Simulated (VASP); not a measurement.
# TiPt3 (Pm-3m) in VASP: a series of runs

TiPt3 is run at these levels: PBEsol; tasks: single point.

Everything below comes from runs of VASP 6.6.1. Logs are shortened: lines on timing, memory, paths and dates and some standing lists are left out, and cuts for length are marked.

### Step 1. The cell of the first run

Symmetry: Pm-3m, No. 221, cubic system. The conventional cell has a = 3.784 Å, b = 3.784 Å, c = 3.784 Å, α = 90.00°, β = 90.00°, γ = 90.00°. Within 3.5 Å of Pt (site symmetry 4/mmm) lie 8 Pt at 2.68 Å and 4 Ti at 2.68 Å. Ti (site symmetry m-3m) has 12 Pt at 2.68 Å within 3.5 Å.

### Step 2. Single point, PBEsol

File INCAR:

```
PREC = Accurate ; ENCUT = 520
EDIFF = 1E-6 ; ISMEAR = -1
SIGMA = 0.05 ; LREAL = False
LASPH = True ; NELM = 100
ALGO = Normal ; ISIF = 2
LWAVE = False ; LCHARG = False
GGA = PS ; NBANDS = 29
```

File KPOINTS:

```
regular mesh
0
Gamma
  7 7 7
```

File POSCAR:

```
TiPt3
1.0
    3.7836705102      0.0000000000      0.0000000000
    0.0000000000      3.7836705102      0.0000000000
    0.0000000000      0.0000000000      3.7836705102
Pt Ti
3 1
Direct
    0.5000000000      0.5000000000      0.0000000000
    0.5000000000      0.0000000000      0.5000000000
    0.0000000000      0.5000000000      0.5000000000
    0.0000000000      0.0000000000      0.0000000000
```

Potentials or basis: VASP PAW PBE potentials, release 64 (Pt, Ti_sv).

On the command line:

```
> cat potpaw_PBE.64/Pt/POTCAR potpaw_PBE.64/Ti_sv/POTCAR > POTCAR
> mpirun -np 1 vasp_std > vasp.out
```

OUTCAR:

```text
PREC = Accurate
   ENCUT = 520
   EDIFF = 1E-6
   ISMEAR = -1
   LREAL = False
   LASPH = True
   NELM = 100
   ISIF = 2
   GGA = PS

 ion  position               nearest neighbor table
   1  0.500  0.500  0.000-   2 2.68   3 2.68   4 2.68   2 2.68   3 2.68   2 2.68   4 2.68   2 2.68
                             3 2.68   4 2.68   3 2.68   4 2.68
   2  0.500  0.000  0.500-   1 2.68   3 2.68   4 2.68   1 2.68   4 2.68   1 2.68   3 2.68   1 2.68
                             3 2.68   4 2.68   4 2.68   3 2.68
   3  0.000  0.500  0.500-   1 2.68   2 2.68   4 2.68   1 2.68   4 2.68   2 2.68   4 2.68   4 2.68
                             1 2.68   2 2.68   1 2.68   2 2.68
   4  0.000  0.000  0.000-   1 2.68   2 2.68   3 2.68   2 2.68   3 2.68   1 2.68   3 2.68   3 2.68
                             1 2.68   2 2.68   2 2.68   1 2.68

  LATTYP: Found a simple cubic cell.
 ALAT       =     3.7836705102

  Lattice vectors:

 A1 = (   3.7836705102,   0.0000000000,   0.0000000000)
 A2 = (   0.0000000000,   3.7836705102,   0.0000000000)
 A3 = (   0.0000000000,   0.0000000000,   3.7836705102)

Analysis of symmetry for initial positions (statically):
=====================================================================
 Subroutine PRICEL returns:
 Original cell was already a primitive cell.

 Routine SETGRP: Setting up the symmetry group for a
 simple cubic supercell.

 Subroutine GETGRP returns: Found 48 space group operations
 (whereof 48 operations were pure point group operations)
 out of a pool of 48 trial point group operations.

The static configuration has the point symmetry O_h .

Analysis of symmetry for dynamics (positions and initial velocities):
=====================================================================
 Subroutine PRICEL returns:
 Original cell was already a primitive cell.

 Routine SETGRP: Setting up the symmetry group for a
 simple cubic supercell.

 Subroutine GETGRP returns: Found 48 space group operations
 (whereof 48 operations were pure point group operations)
 out of a pool of 48 trial point group operations.

The dynamic configuration has the point symmetry O_h .

 Subroutine INISYM returns: Found 48 space group operations
 (whereof 48 operations are pure point group operations),
 and found     1 'primitive' translations

----------------------------------------------------------------------------------------

                                     Primitive cell

  volume of cell :      54.1676

  direct lattice vectors                    reciprocal lattice vectors
     3.783670510  0.000000000  0.000000000     0.264293626  0.000000000  0.000000000
     0.000000000  3.783670510  0.000000000     0.000000000  0.264293626  0.000000000
     0.000000000  0.000000000  3.783670510     0.000000000  0.000000000  0.264293626

  length of vectors
     3.783670510  3.783670510  3.783670510     0.264293626  0.264293626  0.264293626

  position of ions in fractional coordinates (direct lattice)
     0.500000000  0.500000000  0.000000000
     0.500000000  0.000000000  0.500000000
     0.000000000  0.500000000  0.500000000
     0.000000000  0.000000000  0.000000000

  ion indices of the primitive-cell ions
   primitive index   ion index
                 1           1
                 2           2
                 3           3
                 4           4

----------------------------------------------------------------------------------------

 KPOINTS: regular mesh

Automatic generation of k-mesh.
 Grid dimensions read from file:
 generate k-points for:    7    7    7

 Generating k-lattice:

  Cartesian coordinates                     Fractional coordinates (reciprocal lattice)
     0.037756232  0.000000000  0.000000000     0.142857143  0.000000000  0.000000000
     0.000000000  0.037756232  0.000000000     0.000000000  0.142857143  0.000000000
     0.000000000  0.000000000  0.037756232     0.000000000  0.000000000  0.142857143

  Length of vectors
     0.037756232  0.037756232  0.037756232

  Shift w.r.t. Gamma in fractional coordinates (k-lattice)
     0.000000000  0.000000000  0.000000000

 Subroutine IBZKPT returns following result:
 ===========================================

 Found     20 irreducible k-points:

 Following reciprocal coordinates:
            Coordinates               Weight
  0.000000  0.000000  0.000000      1.000000
  0.142857  0.000000  0.000000      6.000000
  0.285714  0.000000  0.000000      6.000000
  0.428571  0.000000  0.000000      6.000000
  0.142857  0.142857  0.000000     12.000000
  0.285714  0.142857  0.000000     24.000000
[... 12 lines left out ...]
  0.428571  0.428571  0.285714     24.000000
  0.428571  0.428571  0.428571      8.000000
   k-points           NKPTS =     20   k-points in BZ     NKDIM =     20   number of bands    NBANDS=     29
   number of dos      NEDOS =    301   number of ions     NIONS =      4
   total plane-waves  NPLWV =  21952
   dimension x,y,z NGX =    28 NGY =   28 NGZ =   28
   dimension x,y,z NGXF=    56 NGYF=   56 NGZF=   56
   ions per type =               3   1
   NGX,Y,Z   is equivalent  to a cutoff of  12.30, 12.30, 12.30 a.u.
   NGXF,Y,Z  is equivalent  to a cutoff of  24.61, 24.61, 24.61 a.u.
 SYSTEM =  unknown system
   PREC   = accura    normal or accurate (medium, high low for compatibility)
   ISTART =      0    job   : 0-new  1-cont  2-samecut
   ICHARG =      2    charge: 1-file 2-atom 10-const
   ISPIN  =      1    spin polarized calculation?
   LNONCOLLINEAR =      F non collinear calculations
   LSORBIT =      F    spin-orbit coupling
   LASPH  =      T    aspherical Exc in radial PAW
   ENCUT  =  520.0 eV  38.22 Ry    6.18 a.u.   7.04  7.04  7.04*2*pi/ulx,y,z
   NELM   =    100;   NELMIN=  2; NELMDL= -5     # of ELM steps
   EDIFF  = 0.1E-05   stopping-criterion for ELM
   LREAL  =      F    real-space projection
   EDIFFG = 0.1E-04   stopping-criterion for IOM
   NSW    =      0    number of steps for IOM
   IBRION =     -1    ionic relax: 0-MD 1-quasi-New 2-CG
   NFREE  =      0    steps in history (QN), initial steepest desc. (CG)
   ISIF   =      2    stress and relaxation
   ISYM   =      2    0-nonsym 1-usesym 2-fastsym
   POTIM  = 0.5000    time-step for ionic-motion
   TEBEG  =    0.0;   TEEND  =   0.0 temperature during run
   PSTRESS=    0.0 pullay stress
   NELECT =      42.0000    total number of electrons
   NUPDOWN=      -1.0000    fix difference up-down
   EMIN   =  10.00;   EMAX   =-10.00  energy-range for DOS
   EFERMI =   0.00;   METHOD = LEGACY
   ISMEAR =    -1;   SIGMA  =   0.05  broadening in eV -4-tet -1-fermi 0-gaus
   EFERMI_NEDOS =   21; number of points for ismear=-14 and -15
   IALGO  =     38    algorithm
   IMIX   =      4    mixing-type and parameters
     AMIX     =   0.40;   BMIX     =  1.00
     AMIX_MAG =   1.60;   BMIX_MAG =  1.00
  volume/ion in A,a.u.               =      13.54        91.39
  Fermi-wavevector in a.u.,A,eV,Ry     =   1.503989  2.842127 30.776140  2.261982
  Thomas-Fermi vector in A             =   2.615027
   LORBIT       =      0    0 simple, 1 ext, 2 COOP (PROOUT), +10 PAW based schemes
   GGA     = PS    functional components
   LHFCALC =     F    Hartree Fock is set to
   AEXX    =    0.0000 exact exchange contribution
   IVDW    =     0    specifies the selected vdW correction
   LEPSILON=     F    determine dielectric tensor
   LRPA    =     F    only Hartree local field effects (RPA)
 non-spin polarized calculation
  energy-cutoff  :      520.00
  volume of cell :       54.17
 maximum number of plane-waves:      1474
   NGX = 15   NGY = 15   NGZ = 15

 number of electron      41.9999993 magnetization

 Free energy of the ion-electron system (eV)
  ---------------------------------------------------
  ext. energy  EPLUGINS =         0.00000000
  ---------------------------------------------------
  free energy    TOTEN  =       -32.32398116 eV

  energy without entropy =      -32.31135015  energy(sigma->0) =      -32.31766566

 E-fermi :  13.4260     XC(G=0): -13.9410

 val. band max:       13.2399693375   @ k =   0.1429   0.1429   0.1429
 cond. band min:      13.4442402124   @ k =   0.4286   0.1429   0.1429
 fundamental gap:      0.2042708749
 Fermi energy:        13.4259909353

 k-point     1 :       0.0000    0.0000    0.0000
  band No.  band energies     occupation
      1     -44.4257      2.00000
      2     -20.7841      2.00000
      3     -20.7841      2.00000
      4     -20.7841      2.00000
      5       2.1796      2.00000
      6       4.9211      2.00000
[... 21 lines left out ...]
     28      15.7552      0.00000
     29      22.8005      0.00000

 k-point     2 :       0.1429    0.0000    0.0000
  band No.  band energies     occupation
      1     -44.4251      2.00000
      2     -20.7931      2.00000
      3     -20.7857      2.00000
      4     -20.7857      2.00000
      5       2.4749      2.00000
      6       5.1158      2.00000
[... 21 lines left out ...]
     28      17.0073      0.00000
     29      22.1836      0.00000

 k-point     3 :       0.2857    0.0000    0.0000
  band No.  band energies     occupation
      1     -44.4236      2.00000
      2     -20.8134      2.00000
      3     -20.7894      2.00000
      4     -20.7894      2.00000
      5       3.2955      2.00000
      6       5.6083      2.00000
[... 21 lines left out ...]
     28      19.0612      0.00000
     29      21.3326      0.00000

 k-point     4 :       0.4286    0.0000    0.0000
  band No.  band energies     occupation
      1     -44.4224      2.00000
      2     -20.8296      2.00000
      3     -20.7924      2.00000
      4     -20.7924      2.00000
      5       4.3085      2.00000
      6       5.8672      2.00000
[... 21 lines left out ...]
     28      21.0405      0.00000
     29      21.0405      0.00000

 k-point     5 :       0.1429    0.1429    0.0000
  band No.  band energies     occupation
      1     -44.4245      2.00000
      2     -20.7973      2.00000
      3     -20.7906      2.00000
      4     -20.7873      2.00000
      5       2.7576      2.00000
      6       5.3057      2.00000
[... 21 lines left out ...]
     28      17.9796      0.00000
     29      21.8231      0.00000
[... 382 lines left out ...]
     28      17.0921      0.00000
     29      20.6280      0.00000

 k-point    18 :       0.4286    0.2857    0.2857
  band No.  band energies     occupation
      1     -44.4215      2.00000
      2     -20.8157      2.00000
      3     -20.8082      2.00000
      4     -20.7999      2.00000
      5       4.9889      2.00000
      6       5.7438      2.00000
[... 21 lines left out ...]
     28      17.4607      0.00000
     29      19.5128      0.00000

 k-point    19 :       0.4286    0.4286    0.2857
  band No.  band energies     occupation
      1     -44.4215      2.00000
      2     -20.8116      2.00000
      3     -20.8083      2.00000
      4     -20.8019      2.00000
      5       5.1167      2.00000
      6       5.4681      2.00000
[... 21 lines left out ...]
     28      16.5985      0.00000
     29      19.9964      0.00000

 k-point    20 :       0.4286    0.4286    0.4286
  band No.  band energies     occupation
      1     -44.4218      2.00000
      2     -20.8069      2.00000
      3     -20.8038      2.00000
      4     -20.8038      2.00000
      5       4.9513      2.00000
      6       5.1441      2.00000
[... 21 lines left out ...]
     28      15.3960      0.00000
     29      19.8222      0.00000

------------------------ aborting loop because EDIFF is reached ----------------------------------------

  FORCE on cell =-STRESS in cart. coord.  units (eV):
  Direction    XX          YY          ZZ          XY          YZ          ZX
  --------------------------------------------------------------------------------------
  -------------------------------------------------------------------------------------
  Total       10.0731157     10.0731157     10.0731157      0.0000000     -0.0000000      0.0000000
  in kB      297.9438842    297.9438842    297.9438842      0.0000000     -0.0000000      0.0000000
  external PRESSURE =     297.9438842 kB  Pullay stress =       0.0000000 kB

 VOLUME and BASIS-vectors are now :
 -----------------------------------------------------------------------------
  energy-cutoff  :      520.00
  volume of cell :       54.17
      direct lattice vectors                 reciprocal lattice vectors
     3.783670510  0.000000000  0.000000000     0.264293626  0.000000000  0.000000000
     0.000000000  3.783670510  0.000000000     0.000000000  0.264293626  0.000000000
     0.000000000  0.000000000  3.783670510     0.000000000  0.000000000  0.264293626

 POSITION                                       TOTAL-FORCE (eV/Angst)
 -----------------------------------------------------------------------------------
      1.89184      1.89184      0.00000         0.000000      0.000000      0.000000
      1.89184      0.00000      1.89184         0.000000      0.000000      0.000000
      0.00000      1.89184      1.89184         0.000000      0.000000      0.000000
      0.00000      0.00000      0.00000         0.000000      0.000000      0.000000
 -----------------------------------------------------------------------------------
    total drift:                                0.000000      0.000000      0.000000

  FREE ENERGIE OF THE ION-ELECTRON SYSTEM (eV)
  ---------------------------------------------------
  free  energy   TOTEN  =       -32.3239811650 eV

  energy  without entropy=      -32.3113501494  energy(sigma->0) =      -32.31766566
```

It took 30 s on 1 thread of Intel Xeon Platinum 8259CL at 2.50GHz (Skylake/Cascade Lake), shared host; peak memory 0.17 GiB.

Results:

```yaml
Free_energy: -32.3240 eV
Pressure: 29.8 GPa
Band_gap_on_the_k_mesh: zero (band 21 reaches 14.91 eV, above the bottom of band 22 at 13.22 eV)
```

Levels at points of the mesh, in eV from the Fermi level:
```tsv
k point	band 18	band 19	band 20	band 21	band 22	band 23	band 24	band 25
(0.00, 0.00, 0.00)	0.09	0.09	0.09	1.48	1.48	1.48	1.58	1.58
```

Caveat: the PAW data sets were made with another functional, which shifts forces and pressure a little; spin-orbit coupling is left out, which moves the levels of the heavy elements.

### Step 3. Single point, PBEsol

This run uses another cell than the first one, of 13.90 Å³/atom, 1.026 times its volume.

File INCAR:

```
  ALGO = Normal
  EDIFF = 1E-6
  ENCUT = 520
  GGA = PS
  ISIF = 2
  ISMEAR = -1
  LASPH = T
  LCHARG = F
  LREAL = F
  LWAVE = F
  NBANDS = 29
  NELM = 80
  PREC = Accurate
  SIGMA = 0.05
```

File KPOINTS:

```
k-points
0
Gamma
  7 7 7
```

File POSCAR:

```
TiPt3
1.0
    3.8167029008      0.0000000000      0.0000000000
    0.0000000000      3.8167029008      0.0000000000
    0.0000000000      0.0000000000      3.8167029008
Pt Ti
3 1
Direct
    0.5000000000      0.5000000000      0.0000000000
    0.5000000000      0.0000000000      0.5000000000
    0.0000000000      0.5000000000      0.5000000000
    0.0000000000      0.0000000000      0.0000000000
```

Potentials or basis: VASP PAW PBE potentials, release 64 (Pt, Ti_sv).

On the command line:

```
> cat potpaw_PBE.64/Pt/POTCAR potpaw_PBE.64/Ti_sv/POTCAR > POTCAR
> mpirun -np 1 vasp_std > vasp.out
```

Run time: 30 s. Hardware: 1 thread of Intel Xeon Platinum 8259CL at 2.50GHz (Skylake/Cascade Lake), shared host; peak memory 0.17 GiB.

The run converged. Its results:

| Quantity | Value |
| --- | --- |
| Free energy | -32.5453 eV |
| Pressure | 19.8 GPa |
| Band gap on the k mesh | zero (band 21 reaches 14.40 eV, above the bottom of band 22 at 12.73 eV) |

Levels at points of the mesh, in eV from the Fermi level:
```csv
k point,band 18,band 19,band 20,band 21,band 22,band 23,band 24,band 25
"(0.00, 0.00, 0.00)",0.06,0.06,0.06,1.49,1.49,1.49,1.52,1.52
```

Caveat: the PAW data sets were made with another functional, which shifts forces and pressure a little; spin-orbit coupling is left out, which moves the levels of the heavy elements.

[end of part 1 of 2]
